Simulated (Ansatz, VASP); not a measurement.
# Gd: VASP beside Ansatz

File INCAR:

```
SYSTEM = Gd
  PREC = Accurate
  ENCUT = 520
  EDIFF = 1E-6
  ISMEAR = 0
  SIGMA = 0.05
  LREAL = .FALSE.
  LASPH = .TRUE.
  NELM = 150
  ALGO = Normal
  ISIF = 2
  LWAVE = .FALSE.
  LCHARG = .FALSE.
  ISPIN = 2
  MAGMOM = 7
  LORBIT = 11
  LMAXMIX = 6
  GGA = PS
  IVDW = 13
  NBANDS = 19
```

Contents of KPOINTS:

```
regular mesh
0
G
  7 7 7
  0 0 0
```

File POSCAR:

```
Gd
1.0
    0.0000000000      2.5858190900      2.5858190900
    2.5858190900      0.0000000000      2.5858190900
    2.5858190900      2.5858190900      0.0000000000
Gd
1
Direct
    0.0000000000      0.0000000000      0.0000000000
```

Input for Ansatz:

```yaml
crystal:
  lattice:
    - [0.0, 2.58581909, 2.58581909]
    - [2.58581909, 0.0, 2.58581909]
    - [2.58581909, 2.58581909, 0.0]
  atoms:
    - { symbol: Gd, position: [0.0, 0.0, 0.0], spin: 7.0 }
basis:
  ecutwfc: 450.0
kpoints:
  mp_grid:
    grid: [7, 7, 7]
hamiltonian:
  xc: pbesol
  dispersion: d4
magnetization:
  spin_polarized: true
scf:
  occupations:
    method: gaussian
    width: 0.05
```

Alike in both runs: task single point; functional PBEsol; dispersion D4; k mesh 7 × 7 × 7; occupations gaussian, width 0.05 eV; collinear spin.

|  | VASP | Ansatz |
| --- | --- | --- |
| version | VASP 6.6.1 | Ansatz 0.2.0 |
| potentials or method | VASP PAW PBE potentials, release 64 (Gd), cutoff 520 eV | plane waves, PAW |
| valence electrons in the cell | 18 | 18 |

Ansatz gave:

- net moment per atom (μB): 7.30
- size of the moment on the site where the two differ most (μB): 7.15

Q: What did VASP give for the same quantities?

A: net moment per atom (μB): 7.30; size of the moment on the site where the two differ most (μB): 6.87.

VASP's potentials were made for PBE, not for PBEsol. Site moments also hang on the region over which each program counts them.

Spin-orbit coupling is off throughout.
